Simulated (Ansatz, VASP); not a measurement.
# B in VASP and in Ansatz

INCAR

```
PREC = Accurate
ENCUT = 520
EDIFF = 1E-6
ISMEAR = -1
SIGMA = 0.05
LREAL = F
LASPH = T
NELM = 100
ALGO = Normal
ISIF = 2
LWAVE = F
LCHARG = F
GGA = PE
NBANDS = 10
```

The input KPOINTS:

```
regular mesh
0
Gamma
  21 21 21
```

Contents of POSCAR:

```
B
1.0
   -1.6353578544      1.6353578544      0.7468335536
    1.6353578544     -1.6353578544      0.7468335536
    1.6353578544      1.6353578544     -0.7468335536
B
2
Direct
   -0.3750000000     -0.1250000000     -0.2500000000
    0.3750000000      0.1250000000      0.2500000000
```

Input for Ansatz:

```yaml
crystal:
  lattice:
    - [-1.6353578544, 1.6353578544, 0.7468335536]
    - [1.6353578544, -1.6353578544, 0.7468335536]
    - [1.6353578544, 1.6353578544, -0.7468335536]
  atoms:
    - { symbol: B, position: [-0.375, -0.125, -0.25] }
    - { symbol: B, position: [0.375, 0.125, 0.25] }
kpoints:
  mp_grid: { grid: [21, 21, 21] }
scf:
  occupations: { method: fermi_dirac, width: 0.05 }
hamiltonian:
  xc: pbe
  pseudopotentials: { kind: paw }
output:
  forces: true
  stress: true
  eigenvalues: true
  populations: true
  write_density: true
  write_potential: true
  elf: true
  volumetric_format: npy
```

Change from the starting cell: volume scaled by 0.5, PAW files.

Alike in both runs: task single point; functional PBE; k mesh 21 × 21 × 21; occupations fermi-dirac, width 0.05 eV; no spin polarisation.

```csv
,VASP,Ansatz
version,VASP 6.6.1,Ansatz 0.2.0
potentials or method,"VASP PAW PBE potentials, release 64 (B)","PAW with Ansatz's default frozen-core files, scalar-relativistic"
plane-wave cutoff (eV),520,420
valence electrons in the cell,6,6
```

|  | VASP | Ansatz | Ansatz less VASP |
| --- | --- | --- | --- |
| pressure (GPa) | 281.1 | 280.4 | -0.64 |
| traceless stress, the component that is largest in VASP (GPa) | -0.12 | 0.03 | +0.146 |

Both programs put the cell under a high pressure, so it lies far from rest at this level. The functional is the same, so the differences come from potentials, cutoffs and numerics.

Noted on VASP's run: the cell as given lies far from equilibrium.
